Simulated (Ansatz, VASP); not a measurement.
# One calculation of Ag, two programs

```
Ag
1.0
     0.00000    2.11972    2.04310
     2.11972    0.00000    2.04310
     2.11972    2.11972    0.00000
Ag
1
Cartesian
  0.0000 0.0000 0.0000
```

Change from the starting cell: strain +0.0375 x Voigt [1, 1, 0, 0, 0, 0], atoms carried along.

Alike in both runs: task single point; functional PBE; k mesh 20 × 20 × 20; occupations gaussian, width 0.15 eV; no spin polarisation.

|  | VASP | Ansatz |
| --- | --- | --- |
| version | VASP 6.6.1 | Ansatz 0.2.0 |
| potentials or method | VASP PAW PBE potentials, release 64 (Ag), cutoff 520 eV | scalar-relativistic, plane waves, PAW |
| valence electrons in the cell | 11 | 19 |

VASP gave:

```
gap on the k mesh at the Fermi level (eV)                     : none
pressure (GPa)                                                : -2.5
traceless stress, the component that is largest in VASP (GPa) : 0.70
```

Q: What did Ansatz give for the same quantities?

A: gap on the k mesh at the Fermi level (eV): none; pressure (GPa): -2.4; traceless stress, the component that is largest in VASP (GPa): 0.70.

A gap of «none» marks a metal or a gap that the smearing closes. VASP's potentials hold 11 valence electrons a cell and Ansatz's 19, so a difference there can come from the potentials and not from the codes.
